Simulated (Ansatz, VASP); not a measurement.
**Al4O: VASP beside Ansatz**

```
CELL_PARAMETERS angstrom
5.64619 0.00000 0.00000
-2.82309 4.88974 0.00000
0.00000 0.00000 3.43220
ATOMIC_POSITIONS crystal
Al 0.50000 0.00000 0.50000
Al 0.00000 0.50000 0.50000
Al 0.50000 0.50000 0.50000
Al 0.00000 0.00000 0.50000
O 0.00000 0.00000 0.00000
```

Alike in both runs: functional PBE; k mesh 6 × 6 × 4; occupations gaussian, width 0.1 eV; collinear spin.

Ansatz relaxed the structure, and its values are those at the end. VASP's run is a single point on that final structure, the one shown.

```csv
,VASP,Ansatz
version,VASP 6.6.1,Ansatz 0.2.0
potentials or method,"VASP PAW PBE potentials, release 64 (Al, O), cutoff 520 eV","scalar-relativistic, plane waves, PAW"
valence electrons in the cell,18,18
```

```tsv
	VASP	Ansatz	Ansatz less VASP
gap on the k mesh at the Fermi level (eV)	none	none	-
pressure (GPa)	-0.1	-0.2	-0.02
net moment per atom (μB)	0.00	0.00	0.000
```

A gap of «none» marks a metal or a gap that the smearing closes. Ansatz's warnings: seeded moment not kept.

The k mesh is coarse, so the values compare programs but aren't converged.
